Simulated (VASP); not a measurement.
# Sr (I4/mmm) in VASP: a series of runs, part 2 of 2

VASP 6.6.1. The steps go on from the part before.

**3. Single point, PBEsol (strain along c alone, the other axes held: -1.5 %)**

INCAR reads:

```
PREC = Accurate
ENCUT = 520
EDIFF = 1E-6
ISMEAR = 0
SIGMA = 0.1
LREAL = False
LASPH = True
NELM = 80
ALGO = Fast
ISIF = 2
LWAVE = False
LCHARG = True
GGA = PS
LELF = True
LVHAR = True
NBANDS = 17
```

KPOINTS reads:

```
regular mesh
0
Gamma
  12 12 12
```

POSCAR reads:

```
Sr
1.0
    4.6699047934      0.0000000000      0.0000000000
    0.0000000000      4.6699047934      0.0000000000
    0.0000000000      0.0000000000      4.5998562215
Sr
2
Direct
    0.0000000000      0.0000000000      0.0000000000
    0.5000000000      0.5000000000      0.5000000000
```

Potentials or basis: VASP PAW PBE potentials, release 64 (Sr_sv).

The run is started by

```
$ cat potpaw_PBE.64/Sr_sv/POTCAR > POTCAR
$ mpirun -np 1 vasp_std > vasp.out
```

OUTCAR:

```text
PREC = Accurate
   ENCUT = 520
   EDIFF = 1E-6
   ISMEAR = 0
   LREAL = False
   LASPH = True
   NELM = 80
   ISIF = 2
   GGA = PS

 ion  position               nearest neighbor table
   1  0.000  0.000  0.000-   2 4.02   2 4.02   2 4.02   2 4.02   2 4.02   2 4.02   2 4.02   2 4.02

   2  0.500  0.500  0.500-   1 4.02   1 4.02   1 4.02   1 4.02   1 4.02   1 4.02   1 4.02   1 4.02

  LATTYP: Found a simple tetragonal cell.
 ALAT       =     4.6699047934
 C/A-ratio  =     0.9850000000

[... 691 lines left out ...]
------------------------ aborting loop because EDIFF is reached ----------------------------------------

  FORCE on cell =-STRESS in cart. coord.  units (eV):
  Direction    XX          YY          ZZ          XY          YZ          ZX
  --------------------------------------------------------------------------------------
  -------------------------------------------------------------------------------------
  Total        0.1304942      0.1304942      0.1767764      0.0000000      0.0000000      0.0000000
  in kB        2.0842105      2.0842105      2.8234133      0.0000000      0.0000000      0.0000000
  external PRESSURE =       2.3306114 kB  Pullay stress =       0.0000000 kB

 VOLUME and BASIS-vectors are now :
 -----------------------------------------------------------------------------
  energy-cutoff  :      520.00
  volume of cell :      100.31
      direct lattice vectors                 reciprocal lattice vectors
     4.669904793  0.000000000  0.000000000     0.214137128  0.000000000  0.000000000
     0.000000000  4.669904793  0.000000000     0.000000000  0.214137128  0.000000000
     0.000000000  0.000000000  4.599856221     0.000000000  0.000000000  0.217398099

 POSITION                                       TOTAL-FORCE (eV/Angst)
 -----------------------------------------------------------------------------------
      0.00000      0.00000      0.00000        -0.000000     -0.000000     -0.000000
      2.33495      2.33495      2.29993         0.000000      0.000000      0.000000
 -----------------------------------------------------------------------------------
    total drift:                                0.000000      0.000000      0.000000

  FREE ENERGIE OF THE ION-ELECTRON SYSTEM (eV)
  ---------------------------------------------------
  free  energy   TOTEN  =        -3.6788128003 eV

  energy  without entropy=       -3.6693063098  energy(sigma->0) =       -3.67405956
```

Run time: 7.3 min. Hardware: 1 thread of Oxide Virtual Turin-like, shared host; peak memory 0.38 GiB.

Results:

- Free energy: -3.6788 eV
- Pressure: 0.2 GPa
- Band gap on the k mesh: zero (bands 10 and 11 overlap by 0.61 eV)

Caveat: the cell differs from its parent crystal (strain along c alone, the other axes held: -1.5 %); the PAW data sets were made with another functional, which shifts forces and pressure a little.

**4. Single point, PBEsol (strain along c alone, the other axes held: +1.5 %)**

INCAR reads:

```
PREC     = Accurate       # precision mode
ENCUT    = 520            # plane-wave cutoff, eV
EDIFF    = 1E-6           # SCF threshold, eV
ISMEAR   = 0              # smearing method
SIGMA    = 0.1            # smearing width, eV
LREAL    = F              # projectors in reciprocal space
LASPH    = T              # aspherical terms in the spheres
NELM     = 80             # most SCF steps
ALGO     = Fast           # electronic algorithm
ISIF     = 2              # what is computed and relaxed
LWAVE    = F              # write WAVECAR
LCHARG   = T              # write CHGCAR
GGA      = PS             # functional
LELF     = T              # ELF
LVHAR    = T            
NBANDS   = 17             # bands
```

KPOINTS reads:

```
Automatic mesh
0
Gamma
  12 12 12
```

POSCAR: that of step 3 with these lines changed.

```diff
@@ -4,3 +4,3 @@
     0.0000000000      4.6699047934      0.0000000000
-    0.0000000000      0.0000000000      4.5998562215
+    0.0000000000      0.0000000000      4.7399533653
 Sr
```

The run is started by

```
$ cat potpaw_PBE.64/Sr_sv/POTCAR > POTCAR
$ mpirun -np 1 vasp_std > vasp.out
```

Wall time 8.3 min (1 thread of Oxide Virtual Turin-like, shared host); peak memory 0.39 GiB.

The run converged. Its results:

```
Free energy            : -3.6797 eV
Pressure               : -0.2 GPa
Band gap on the k mesh : zero (bands 10 and 11 overlap by 0.54 eV)
```

Levels at points of the mesh, in eV from the Fermi level:
| k point | band 6 | band 7 | band 8 | band 9 | band 10 | band 11 | band 12 | band 13 | band 14 | band 15 |
| --- | --- | --- | --- | --- | --- | --- | --- | --- | --- | --- |
| (0.00, 0.00, 0.00) | -18.29 | -18.29 | -18.29 | -3.74 | -0.22 | -0.19 | 2.42 | 2.42 | 2.51 | 3.73 |
| (0.50, 0.00, 0.00) | -18.37 | -18.37 | -18.37 | -1.74 | -1.74 | 1.24 | 1.24 | 2.16 | 2.16 | 2.26 |
| (0.50, 0.50, 0.00) | -18.37 | -18.29 | -18.29 | -1.03 | -1.03 | 0.37 | 0.37 | 1.15 | 1.15 | 3.76 |
| (0.00, 0.00, 0.50) | -18.37 | -18.37 | -18.37 | -1.79 | -1.79 | 1.22 | 1.22 | 2.27 | 2.27 | 2.27 |
| (0.50, 0.00, 0.50) | -18.37 | -18.29 | -18.29 | -1.05 | -1.05 | 0.32 | 0.32 | 1.25 | 1.25 | 3.65 |
| (0.50, 0.50, 0.50) | -18.41 | -18.41 | -18.41 | 0.36 | 0.36 | 0.38 | 0.38 | 0.38 | 0.38 | 3.23 |

Caveat: the cell differs from its parent crystal (strain along c alone, the other axes held: +1.5 %); the PAW data sets were made with another functional, which shifts forces and pressure a little.

**5. Single point, PBEsol (strain along c alone, the other axes held: +3.0 %)**

INCAR reads:

```
PREC = Accurate ; ENCUT = 520
EDIFF = 1E-6 ; ISMEAR = 0
SIGMA = 0.1 ; LREAL = F
LASPH = T ; NELM = 100
ALGO = Fast ; ISIF = 2
LWAVE = F ; LCHARG = T
GGA = PS ; LELF = T
LVHAR = T ; NBANDS = 17
```

KPOINTS is that of step 4.

POSCAR: that of step 4 with these lines changed.

```diff
@@ -4,3 +4,3 @@
     0.0000000000      4.6699047934      0.0000000000
-    0.0000000000      0.0000000000      4.7399533653
+    0.0000000000      0.0000000000      4.8100019372
 Sr
```

Potentials or basis: VASP PAW PBE potentials, release 64 (Sr_sv).

The run is started by

```
$ cat potpaw_PBE.64/Sr_sv/POTCAR > POTCAR
$ mpirun -np 1 vasp_std > vasp.out
```

OUTCAR:

```text
PREC = Accurate
   ENCUT = 520
   EDIFF = 1E-6
   ISMEAR = 0
   LREAL = F
   LASPH = T
   NELM = 100
   ISIF = 2
   GGA = PS

 ion  position               nearest neighbor table
   1  0.000  0.000  0.000-   2 4.09   2 4.09   2 4.09   2 4.09   2 4.09   2 4.09   2 4.09   2 4.09

   2  0.500  0.500  0.500-   1 4.09   1 4.09   1 4.09   1 4.09   1 4.09   1 4.09   1 4.09   1 4.09

  LATTYP: Found a simple tetragonal cell.
 ALAT       =     4.6699047934
 C/A-ratio  =     1.0300000000

[... 690 lines left out ...]

------------------------ aborting loop because EDIFF is reached ----------------------------------------

  FORCE on cell =-STRESS in cart. coord.  units (eV):
  Direction    XX          YY          ZZ          XY          YZ          ZX
  --------------------------------------------------------------------------------------
  -------------------------------------------------------------------------------------
  Total       -0.1962941     -0.1962941     -0.2488822      0.0000000      0.0000000      0.0000000
  in kB       -2.9981714     -2.9981714     -3.8013960      0.0000000      0.0000000      0.0000000
  external PRESSURE =      -3.2659129 kB  Pullay stress =       0.0000000 kB

 VOLUME and BASIS-vectors are now :
 -----------------------------------------------------------------------------
  energy-cutoff  :      520.00
  volume of cell :      104.90
      direct lattice vectors                 reciprocal lattice vectors
     4.669904793  0.000000000  0.000000000     0.214137128  0.000000000  0.000000000
     0.000000000  4.669904793  0.000000000     0.000000000  0.214137128  0.000000000
     0.000000000  0.000000000  4.810001937     0.000000000  0.000000000  0.207900124

 POSITION                                       TOTAL-FORCE (eV/Angst)
 -----------------------------------------------------------------------------------
      0.00000      0.00000      0.00000         0.000000      0.000000     -0.000000
      2.33495      2.33495      2.40500        -0.000000     -0.000000      0.000000
 -----------------------------------------------------------------------------------
    total drift:                                0.000000      0.000000      0.000000

  FREE ENERGIE OF THE ION-ELECTRON SYSTEM (eV)
  ---------------------------------------------------
  free  energy   TOTEN  =        -3.6770285499 eV

  energy  without entropy=       -3.6668618126  energy(sigma->0) =       -3.67194518
```

stdout:

```text
POSCAR found type information on POSCAR Sr
 POSCAR found :  1 types and       2 ions
 scaLAPACK will be used
 -----------------------------------------------------------------------------
|                                                                             |
|                                                                             |
|     You enforced a specific xc type in the INCAR file but a different       |
|     I HOPE YOU KNOW WHAT YOU ARE DOING!                                     |
|                                                                             |
 -----------------------------------------------------------------------------

 LDA part: xc-table for (Slater+PW92), standard interpolation
 POSCAR, INCAR and KPOINTS ok, starting setup
 FFT: planning ... GRIDC
 FFT: planning ... GRID_SOFT
 FFT: planning ... GRID
 WAVECAR not read
 entering main loop
WARNING in EDDRMM: call to ZHEGV failed, returncode =   6  3     15
WARNING in EDDRMM: call to ZHEGV failed, returncode =   8  4      9
WARNING in EDDRMM: call to ZHEGV failed, returncode =   6  3     11
WARNING in EDDRMM: call to ZHEGV failed, returncode =   8  4     13
WARNING in EDDRMM: call to ZHEGV failed, returncode =   6  3     12
```

Run time: 6.1 min. Hardware: 1 thread of Oxide Virtual Turin-like, shared host; peak memory 0.39 GiB.

Results:

```
Free energy            : -3.6770 eV
Pressure               : -0.3 GPa
Band gap on the k mesh : zero (bands 10 and 11 overlap by 0.49 eV)
```

Levels at points of the mesh, in eV from the Fermi level:
| k point | band 7 | band 8 | band 9 | band 10 | band 11 | band 12 | band 13 | band 14 |
| --- | --- | --- | --- | --- | --- | --- | --- | --- |
| (0.00, 0.00, 0.00) | -18.33 | -18.32 | -3.72 | -0.22 | -0.16 | 2.37 | 2.37 | 2.54 |
| (0.50, 0.00, 0.00) | -18.41 | -18.41 | -1.73 | -1.73 | 1.25 | 1.25 | 2.06 | 2.06 |
| (0.50, 0.50, 0.00) | -18.33 | -18.33 | -1.01 | -1.01 | 0.37 | 0.37 | 1.08 | 1.08 |
| (0.00, 0.00, 0.50) | -18.41 | -18.41 | -1.83 | -1.83 | 1.21 | 1.21 | 2.28 | 2.28 |
| (0.50, 0.00, 0.50) | -18.32 | -18.32 | -1.06 | -1.06 | 0.28 | 0.28 | 1.28 | 1.28 |
| (0.50, 0.50, 0.50) | -18.44 | -18.44 | 0.33 | 0.33 | 0.38 | 0.38 | 0.38 | 0.38 |

Caveat: the cell differs from its parent crystal (strain along c alone, the other axes held: +3.0 %); the PAW data sets were made with another functional, which shifts forces and pressure a little.

**6. Summary**

```csv
cell,gap on the mesh (eV),pressure (GPa)
"a = 4.670, b = 4.670, c = 4.530 Å, 2 atoms",none,0.5
"a = 4.670, b = 4.670, c = 4.600 Å, 2 atoms",none,0.2
"a = 4.670, b = 4.670, c = 4.740 Å, 2 atoms",none,-0.2
"a = 4.670, b = 4.670, c = 4.810 Å, 2 atoms",none,-0.3
```

Alike in all rows: task single point; level PBEsol; potentials or basis VASP PAW PBE potentials, release 64 (Sr_sv); no spin polarisation; k mesh 12 × 12 × 12; cutoff (eV) 520; smearing gaussian 0.1 eV.

Caveats: the PAW data sets were made with another functional, which shifts forces and pressure a little.

Absolute energies hang on the potentials; compare differences alone.
